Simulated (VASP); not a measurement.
A run of VASP 6.6.1:

File INCAR:

```
ALGO = Normal ; EDIFF = 1E-7
ENCUT = 520 ; GGA = PE
ISIF = 2 ; ISMEAR = 0
ISPIN = 2 ; LASPH = T
LCHARG = T ; LELF = T
LMAXMIX = 4 ; LORBIT = 11
LREAL = F ; LVHAR = T
LWAVE = F ; MAGMOM = 0 1 1 1 0 0 0 0
NBANDS = 49 ; NELM = 150
PREC = Accurate ; SIGMA = 0.1
```

Contents of KPOINTS:

```
k-points
0
Gamma
  4 4 4
```

Contents of POSCAR:

```
CaTi3Se4
1.0
    6.0483214200      0.0000000000      0.0000000000
    0.0000000000      6.0483214200      0.0000000000
    0.0000000000      0.0000000000      6.0483214200
Ca Ti Se
1 3 4
Direct
    0.5000000000      0.5000000000      0.5000000000
    0.0000000000      0.0000000000      0.5000000000
    0.0000000000      0.5000000000      0.0000000000
    0.5000000000      0.0000000000      0.0000000000
    0.2500000000      0.2500000000      0.2500000000
    0.2500000000      0.7500000000      0.7500000000
    0.7500000000      0.2500000000      0.7500000000
    0.7500000000      0.7500000000      0.2500000000
```

Potentials or basis: VASP PAW PBE potentials, release 64 (Ca_sv, Ti_sv, Se).

Launch:

```bash
$ cat potpaw_PBE.64/Ca_sv/POTCAR potpaw_PBE.64/Ti_sv/POTCAR potpaw_PBE.64/Se/POTCAR > POTCAR
$ mpirun -np 1 vasp_std > vasp.out
```

Hardware: 1 thread of Oxide Virtual Turin-like Processor, with other jobs on the host.

Question: How long does it take, and how much memory?

Answer: Run time: 13 min on 1 thread of Oxide Virtual Turin-like Processor (shared host), peak memory 0.47 GiB. Counts: scf iterations 21, k points 10.
